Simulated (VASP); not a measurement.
Wanted: the native input for a VASP 6.6.1 run.

* Task: single point
* Functional: PBE
* Potentials or basis: VASP PAW PBE potentials, release 64 (Sr_sv)
* Cutoff: 520 eV
* k mesh: 2 × 2 × 2
* Occupations: gaussian, width 0.1 eV
* Spin: no spin polarisation
* Dipole correction: no
* Further INCAR settings: ALGO = Normal; EDIFF = 1e-06; NBANDS = 44

The structure of Sr (a cell with a defect) lies in POSCAR:

```
Sr
1.0
    0.0000000000      6.0847000000      6.0847000000
    6.0847000000      0.0000000000      6.0847000000
    6.0847000000      6.0847000000      0.0000000000
Sr
7
Direct
    0.0000000000      0.0000000000      0.1110462307
    0.0184536625      0.5400073956     -0.0246508456
   -0.0184536625      0.4599926044      0.5338102125
    0.5400073956      0.0184536625     -0.0246508456
    0.4599926044     -0.0184536625      0.5338102125
    0.5000000000      0.5000000000      0.0153652604
    0.5000000000      0.5000000000      0.4802698572
```

One way to write it, as run:

INCAR

```
SYSTEM = Sr
ALGO = Normal
EDIFF = 1E-6
ENCUT = 520
GGA = PE
ISIF = 2
ISMEAR = 0
LASPH = .True.
LCHARG = .False.
LREAL = .False.
LWAVE = .False.
NBANDS = 44
NELM = 100
PREC = Accurate
SIGMA = 0.1
```

KPOINTS

```
k-points
0
Gamma
  2 2 2
  0 0 0
```

Potentials or basis: VASP PAW PBE potentials, release 64 (Sr_sv).

Command:

```console
$ cat potpaw_PBE.64/Sr_sv/POTCAR > POTCAR
$ mpirun -np 1 vasp_std > vasp.out
```

It gave:

| Property | Result |
| --- | --- |
| Pressure | -0.5 GPa |
| Largest force | 0.065 eV/Å |
| Band gap on the k mesh | zero (bands 35 and 36 overlap by 0.33 eV) |

Caveat: the k points lie up to 0.45 Å⁻¹ apart.

Wall time 120 s on 1 thread of Intel(R) Xeon(R) Platinum 8375C CPU @ 2.90GHz (Ice Lake) (shared host), peak memory 0.6 GiB.
